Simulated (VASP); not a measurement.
# TaN (Fm-3m) in VASP: a series of runs

The runs below take TaN through single point, with LDA.

Program: VASP 6.6.1. These are calculated values, not measurements. Logs are shortened: lines on timing, memory, paths and dates and some standing lists are left out, and cuts for length are marked.

**1. The cell of the first run**

Symmetry: Fm-3m, No. 225, cubic system. Conventional cell: a = 4.358 Å, b = 4.358 Å, c = 4.358 Å, α = 90.00°, β = 90.00°, γ = 90.00°. Within 2.9 Å of Ta (site symmetry m-3m) lie 6 N at 2.18 Å. Within 2.9 Å of N (site symmetry m-3m) lie 6 Ta at 2.18 Å.

**2. Single point, LDA**

INCAR reads:

```
SYSTEM = TaN
  PREC = Accurate
  ENCUT = 700
  EDIFF = 1E-6
  ISMEAR = 0
  SIGMA = 0.1
  LREAL = .FALSE.
  LASPH = .TRUE.
  NELM = 120
  ALGO = Normal
  ISIF = 2
  LWAVE = .FALSE.
  LCHARG = .FALSE.
  NBANDS = 16
  GGA_COMPAT = .FALSE.
```

KPOINTS reads:

```
regular mesh
0
G
  8 8 8
  0 0 0
```

POSCAR reads:

```
TaN
1.0
    0.0000000000      2.1790000000      2.1790000000
    2.1790000000      0.0000000000      2.1790000000
    2.1790000000      2.1790000000      0.0000000000
Ta N
1 1
Direct
    0.5000000000      0.5000000000      0.5000000000
    0.0000000000      0.0000000000      0.0000000000
```

Potentials or basis: VASP PAW LDA potentials, release 64 (Ta_sv_GW, N).

The run is started by

```console
$ cat potpaw_LDA.64/Ta_sv_GW/POTCAR potpaw_LDA.64/N/POTCAR > POTCAR
$ mpirun -np 1 vasp_std > vasp.out
```

OUTCAR:

```text
SYSTEM = TaN
   PREC = Accurate
   ENCUT = 700
   EDIFF = 1E-6
   ISMEAR = 0
   LREAL = .FALSE.
   LASPH = .TRUE.
   NELM = 120
   ISIF = 2

 ion  position               nearest neighbor table
   1  0.500  0.500  0.500-   2 2.18   2 2.18   2 2.18   2 2.18   2 2.18   2 2.18
   2  0.000  0.000  0.000-   1 2.18   1 2.18   1 2.18   1 2.18   1 2.18   1 2.18

  LATTYP: Found a face centered cubic cell.
 ALAT       =     4.3580000000

  Lattice vectors:

 A1 = (   0.0000000000,   2.1790000000,   2.1790000000)
 A2 = (   2.1790000000,   0.0000000000,   2.1790000000)
 A3 = (   2.1790000000,   2.1790000000,   0.0000000000)

Analysis of symmetry for initial positions (statically):
=====================================================================
 Subroutine PRICEL returns:
 Original cell was already a primitive cell.

 Routine SETGRP: Setting up the symmetry group for a
 face centered cubic supercell.

 Subroutine GETGRP returns: Found 48 space group operations
 (whereof 48 operations were pure point group operations)
 out of a pool of 48 trial point group operations.

The static configuration has the point symmetry O_h .

Analysis of symmetry for dynamics (positions and initial velocities):
=====================================================================
 Subroutine PRICEL returns:
 Original cell was already a primitive cell.

 Routine SETGRP: Setting up the symmetry group for a
 face centered cubic supercell.

 Subroutine GETGRP returns: Found 48 space group operations
 (whereof 48 operations were pure point group operations)
 out of a pool of 48 trial point group operations.

The dynamic configuration has the point symmetry O_h .

 Subroutine INISYM returns: Found 48 space group operations
 (whereof 48 operations are pure point group operations),
 and found     1 'primitive' translations

----------------------------------------------------------------------------------------

                                     Primitive cell

  volume of cell :      20.6920

  direct lattice vectors                    reciprocal lattice vectors
     0.000000000  2.179000000  2.179000000    -0.229463056  0.229463056  0.229463056
     2.179000000  0.000000000  2.179000000     0.229463056 -0.229463056  0.229463056
     2.179000000  2.179000000  0.000000000     0.229463056  0.229463056 -0.229463056

  length of vectors
     3.081571352  3.081571352  3.081571352     0.397441672  0.397441672  0.397441672

  position of ions in fractional coordinates (direct lattice)
     0.500000000  0.500000000  0.500000000
     0.000000000  0.000000000  0.000000000

  ion indices of the primitive-cell ions
   primitive index   ion index
                 1           1
                 2           2

----------------------------------------------------------------------------------------

 KPOINTS: regular mesh

Automatic generation of k-mesh.
 Grid dimensions read from file:
 generate k-points for:    8    8    8

 Generating k-lattice:

  Cartesian coordinates                     Fractional coordinates (reciprocal lattice)
    -0.028682882  0.028682882  0.028682882     0.125000000  0.000000000  0.000000000
     0.028682882 -0.028682882  0.028682882     0.000000000  0.125000000  0.000000000
     0.028682882  0.028682882 -0.028682882     0.000000000  0.000000000  0.125000000

  Length of vectors
     0.049680209  0.049680209  0.049680209

  Shift w.r.t. Gamma in fractional coordinates (k-lattice)
     0.000000000  0.000000000  0.000000000

 Subroutine IBZKPT returns following result:
 ===========================================

 Found     29 irreducible k-points:

 Following reciprocal coordinates:
            Coordinates               Weight
  0.000000  0.000000  0.000000      1.000000
  0.125000  0.000000  0.000000      8.000000
  0.250000  0.000000  0.000000      8.000000
  0.375000  0.000000  0.000000      8.000000
  0.500000  0.000000  0.000000      4.000000
  0.125000  0.125000  0.000000      6.000000
[... 16 lines left out ...]
  0.500000  0.250000  0.125000     48.000000
 -0.375000  0.250000  0.125000     24.000000
 [... further k-points ...]
   k-points           NKPTS =     29   k-points in BZ     NKDIM =     29   number of bands    NBANDS=     16
   number of dos      NEDOS =    301   number of ions     NIONS =      2
   total plane-waves  NPLWV =  21952
   dimension x,y,z NGX =    28 NGY =   28 NGZ =   28
   dimension x,y,z NGXF=    56 NGYF=   56 NGZF=   56
   ions per type =               1   1
   NGX,Y,Z   is equivalent  to a cutoff of  15.11, 15.11, 15.11 a.u.
   NGXF,Y,Z  is equivalent  to a cutoff of  30.21, 30.21, 30.21 a.u.
 SYSTEM =  TaN
   PREC   = accura    normal or accurate (medium, high low for compatibility)
   ISTART =      0    job   : 0-new  1-cont  2-samecut
   ICHARG =      2    charge: 1-file 2-atom 10-const
   ISPIN  =      1    spin polarized calculation?
   LNONCOLLINEAR =      F non collinear calculations
   LSORBIT =      F    spin-orbit coupling
   LASPH  =      T    aspherical Exc in radial PAW
   ENCUT  =  700.0 eV  51.45 Ry    7.17 a.u.   6.65  6.65  6.65*2*pi/ulx,y,z
   NELM   =    120;   NELMIN=  2; NELMDL= -5     # of ELM steps
   EDIFF  = 0.1E-05   stopping-criterion for ELM
   LREAL  =      F    real-space projection
[... 7 lines left out ...]
   TEBEG  =    0.0;   TEEND  =   0.0 temperature during run
   PSTRESS=    0.0 pullay stress
   NELECT =      18.0000    total number of electrons
   NUPDOWN=      -1.0000    fix difference up-down
   EMIN   =  10.00;   EMAX   =-10.00  energy-range for DOS
   EFERMI =   0.00;   METHOD = LEGACY
   ISMEAR =     0;   SIGMA  =   0.10  broadening in eV -4-tet -1-fermi 0-gaus
   EFERMI_NEDOS =   21; number of points for ismear=-14 and -15
   IALGO  =     38    algorithm
   IMIX   =      4    mixing-type and parameters
     AMIX     =   0.40;   BMIX     =  1.00
     AMIX_MAG =   1.60;   BMIX_MAG =  1.00
  volume/ion in A,a.u.               =      10.35        69.82
  Fermi-wavevector in a.u.,A,eV,Ry     =   1.562782  2.953230 33.229345  2.442288
  Thomas-Fermi vector in A             =   2.665650
   LORBIT       =      0    0 simple, 1 ext, 2 COOP (PROOUT), +10 PAW based schemes
   GGA     = CA    functional components
   LHFCALC =     F    Hartree Fock is set to
   AEXX    =    0.0000 exact exchange contribution
   IVDW    =     0    specifies the selected vdW correction
   LEPSILON=     F    determine dielectric tensor
   LRPA    =     F    only Hartree local field effects (RPA)
 non-spin polarized calculation
 Gauss-broadening in eV      SIGMA  =   0.10
  energy-cutoff  :      700.00
  volume of cell :       20.69
 maximum number of plane-waves:       893
   NGX = 13   NGY = 13   NGZ = 13

 number of electron      18.0000000 magnetization

 Free energy of the ion-electron system (eV)
  ---------------------------------------------------
  ext. energy  EPLUGINS =         0.00000000
  ---------------------------------------------------
  free energy    TOTEN  =       -26.64771894 eV

  energy without entropy =      -26.64461373  energy(sigma->0) =      -26.64616634

 E-fermi :  13.9622     XC(G=0): -14.2198

 val. band max:       13.9302604297   @ k =   0.0000   0.0000   0.0000
 cond. band min:      14.1354122489   @ k =  -0.3750   0.2500   0.1250
 fundamental gap:      0.2051518192
 Fermi energy:        13.9621919613

 k-point     1 :       0.0000    0.0000    0.0000
  band No.  band energies     occupation
      1     -55.1563      2.00000
      2     -21.5702      2.00000
      3     -21.5702      2.00000
      4     -21.5702      2.00000
      5      -4.8944      2.00000
      6      10.0740      2.00000
[... 8 lines left out ...]
     15      23.1712      0.00000
     16      38.6993      0.00000

 k-point     2 :       0.1250    0.0000    0.0000
  band No.  band energies     occupation
      1     -55.1467      2.00000
      2     -21.7224      2.00000
      3     -21.5838      2.00000
      4     -21.5838      2.00000
      5      -4.4988      2.00000
      6       8.5061      2.00000
[... 8 lines left out ...]
     15      24.3101      0.00000
     16      34.7537      0.00000

 k-point     3 :       0.2500    0.0000    0.0000
  band No.  band energies     occupation
      1     -55.1232      2.00000
      2     -22.0732      2.00000
      3     -21.6165      2.00000
      4     -21.6165      2.00000
      5      -3.4769      2.00000
      6       6.1823      2.00000
[... 8 lines left out ...]
     15      26.3814      0.00000
     16      31.4628      0.00000

 k-point     4 :       0.3750    0.0000    0.0000
  band No.  band energies     occupation
      1     -55.0996      2.00000
      2     -22.4035      2.00000
      3     -21.6487      2.00000
      4     -21.6487      2.00000
      5      -2.2608      2.00000
      6       4.2318      2.00000
[... 8 lines left out ...]
     15      25.9822      0.00000
     16      27.9918      0.00000

 k-point     5 :       0.5000    0.0000    0.0000
  band No.  band energies     occupation
      1     -55.0898      2.00000
      2     -22.5351      2.00000
      3     -21.6620      2.00000
      4     -21.6620      2.00000
      5      -1.6212      2.00000
      6       3.3654      2.00000
[... 8 lines left out ...]
     15      25.9454      0.00000
     16      26.1232      0.00000

 k-point     6 :       0.1250    0.1250    0.0000
  band No.  band energies     occupation
      1     -55.1434      2.00000
      2     -21.7125      2.00000
      3     -21.6177      2.00000
      4     -21.6177      2.00000
      5      -4.4002      2.00000
      6       7.6130      2.00000
[... 8 lines left out ...]
     15      24.6792      0.00000
     16      34.7034      0.00000
[... 267 lines left out ...]
 k-point    21 :       0.5000    0.5000    0.0000
  band No.  band energies     occupation
      1     -55.0679      2.00000
      2     -22.3897      2.00000
      3     -21.8904      2.00000
      4     -21.8904      2.00000
      5      -3.6342      2.00000
      6       7.3349      2.00000
[... 8 lines left out ...]
     15      23.0116      0.00000
     16      30.3475      0.00000

 k-point    22 :       0.3750    0.2500    0.1250
  band No.  band energies     occupation
      1     -55.1056      2.00000
      2     -22.1381      2.00000
      3     -21.7935      2.00000
      4     -21.6685      2.00000
      5      -3.1180      2.00000
      6       5.3610      2.00000
[... 8 lines left out ...]
     15      27.1092      0.00000
     16      27.8352      0.00000

 k-point    23 :       0.5000    0.2500    0.1250
  band No.  band energies     occupation
      1     -55.0868      2.00000
      2     -22.3115      2.00000
      3     -21.8843      2.00000
      4     -21.7164      2.00000
      5      -2.5430      2.00000
      6       4.8484      2.00000
[... 8 lines left out ...]
     15      24.8852      0.00000
     16      27.3461      0.00000

 k-point    24 :      -0.3750    0.2500    0.1250
  band No.  band energies     occupation
      1     -55.0789      2.00000
      2     -22.3859      2.00000
      3     -21.9083      2.00000
      4     -21.7454      2.00000
      5      -2.3040      2.00000
      6       4.6254      2.00000
[... 8 lines left out ...]
     15      24.4599      0.00000
     16      27.2579      0.00000

 [... further k-points ...]

------------------------ aborting loop because EDIFF is reached ----------------------------------------

  FORCE on cell =-STRESS in cart. coord.  units (eV):
  Direction    XX          YY          ZZ          XY          YZ          ZX
  --------------------------------------------------------------------------------------
  -------------------------------------------------------------------------------------
  Total       -0.1573255     -0.1573255     -0.1573255      0.0000000      0.0000000      0.0000000
  in kB      -12.1817028    -12.1817028    -12.1817028      0.0000000      0.0000000      0.0000000
  external PRESSURE =     -12.1817028 kB  Pullay stress =       0.0000000 kB

 VOLUME and BASIS-vectors are now :
 -----------------------------------------------------------------------------
  energy-cutoff  :      700.00
  volume of cell :       20.69
      direct lattice vectors                 reciprocal lattice vectors
     0.000000000  2.179000000  2.179000000    -0.229463056  0.229463056  0.229463056
     2.179000000  0.000000000  2.179000000     0.229463056 -0.229463056  0.229463056
     2.179000000  2.179000000  0.000000000     0.229463056  0.229463056 -0.229463056

 POSITION                                       TOTAL-FORCE (eV/Angst)
 -----------------------------------------------------------------------------------
      2.17900      2.17900      2.17900         0.000000      0.000000     -0.000000
      0.00000      0.00000      0.00000        -0.000000     -0.000000      0.000000
 -----------------------------------------------------------------------------------
    total drift:                                0.000000      0.000000      0.000000

  FREE ENERGIE OF THE ION-ELECTRON SYSTEM (eV)
  ---------------------------------------------------
  free  energy   TOTEN  =       -26.6477189432 eV

  energy  without entropy=      -26.6446137305  energy(sigma->0) =      -26.64616634
```

It took 11 s on 1 thread of AMD EPYC 7R13 (Zen 3), shared host; peak memory 0.13 GiB.

What came out:

| Item | Value |
| --- | --- |
| Free energy | -26.6477 eV |
| Pressure | -1.2 GPa |
| Band gap on the k mesh | zero (bands 9 and 10 overlap by 4.18 eV) |

Levels at points of the mesh, in eV from the Fermi level:
```
           k point  band 5  band 6  band 7  band 8  band 9  band 10  band 11  band 12  band 13  band 14
(0.00, 0.00, 0.00)  -18.86   -3.89   -3.89   -3.89   -2.25    -2.25    -2.25    -0.03    -0.03     1.90
(0.50, 0.00, 0.00)  -15.58  -10.60   -7.81   -7.81    1.93     1.93     2.03     3.96     7.76     7.76
(0.50, 0.50, 0.00)  -17.60   -6.63   -5.70   -4.67   -4.67     2.11     3.65     3.65     4.87     7.05
```

Caveat: spin-orbit coupling is left out, which moves the levels of the heavy elements.

**3. Single point, LDA**

This run uses another cell than the first one, of 10.28 Å³/atom.

INCAR reads:

```
PREC = Accurate
ENCUT = 1330
EDIFF = 1E-6
ISMEAR = 0
SIGMA = 0.15
LREAL = F
LASPH = T
NELM = 120
ALGO = Normal
ISIF = 2
LWAVE = F
LCHARG = T
LELF = T
LVHAR = T
NBANDS = 16
GGA_COMPAT = F
```

KPOINTS reads:

```
Automatic mesh
0
Gamma
  18 18 18
```

POSCAR reads:

```
TaN
1.0
    0.0000000000      2.1742693740      2.1742693740
    2.1742693740      0.0000000000      2.1742693740
    2.1742693740      2.1742693740      0.0000000000
Ta N
1 1
Direct
    0.5000000000      0.5000000000      0.5000000000
    0.0000000000      0.0000000000      0.0000000000
```

Potentials or basis: VASP PAW LDA potentials, release 64 (Ta_sv_GW, N_h).

The run is started by

```console
$ cat potpaw_LDA.64/Ta_sv_GW/POTCAR potpaw_LDA.64/N_h/POTCAR > POTCAR
$ mpirun -np 1 vasp_std > vasp.out
```

OUTCAR:

```text
PREC = Accurate
   ENCUT = 1330
   EDIFF = 1E-6
   ISMEAR = 0
   LREAL = F
   LASPH = T
   NELM = 120
   ISIF = 2

 ion  position               nearest neighbor table
   1  0.500  0.500  0.500-   2 2.17   2 2.17   2 2.17   2 2.17   2 2.17   2 2.17
   2  0.000  0.000  0.000-   1 2.17   1 2.17   1 2.17   1 2.17   1 2.17   1 2.17

  LATTYP: Found a face centered cubic cell.
 ALAT       =     4.3485387480

  Lattice vectors:

 A1 = (   0.0000000000,   2.1742693740,   2.1742693740)
[... 642 lines left out ...]

------------------------ aborting loop because EDIFF is reached ----------------------------------------

  FORCE on cell =-STRESS in cart. coord.  units (eV):
  Direction    XX          YY          ZZ          XY          YZ          ZX
  --------------------------------------------------------------------------------------
  -------------------------------------------------------------------------------------
  Total        0.1413302      0.1413302      0.1413302      0.0000000     -0.0000000      0.0000000
  in kB       11.0147702     11.0147702     11.0147702      0.0000000     -0.0000000      0.0000000
  external PRESSURE =      11.0147702 kB  Pullay stress =       0.0000000 kB

 VOLUME and BASIS-vectors are now :
 -----------------------------------------------------------------------------
  energy-cutoff  :     1330.00
  volume of cell :       20.56
      direct lattice vectors                 reciprocal lattice vectors
     0.000000000  2.174269374  2.174269374    -0.229962306  0.229962306  0.229962306
     2.174269374  0.000000000  2.174269374     0.229962306 -0.229962306  0.229962306
     2.174269374  2.174269374  0.000000000     0.229962306  0.229962306 -0.229962306

 POSITION                                       TOTAL-FORCE (eV/Angst)
 -----------------------------------------------------------------------------------
      2.17427      2.17427      2.17427         0.000000      0.000000      0.000000
      0.00000      0.00000      0.00000        -0.000000     -0.000000     -0.000000
 -----------------------------------------------------------------------------------
    total drift:                                0.000000     -0.000000      0.000000

  FREE ENERGIE OF THE ION-ELECTRON SYSTEM (eV)
  ---------------------------------------------------
  free  energy   TOTEN  =       -26.6751172050 eV

  energy  without entropy=      -26.6657794773  energy(sigma->0) =      -26.67044834
```

Run time: 2.8 min. Hardware: 1 thread of Intel Xeon Platinum 8488C (Sapphire Rapids), shared host; peak memory 0.45 GiB.

Results:

| Property | Result |
| --- | --- |
| Free energy | -26.6751 eV |
| Pressure | 1.1 GPa |
| Band gap on the k mesh | zero (bands 9 and 10 overlap by 4.21 eV) |

Caveat: spin-orbit coupling is left out, which moves the levels of the heavy elements.

The gap in the log of VASP goes by the Fermi energy; the results here count the filled bands.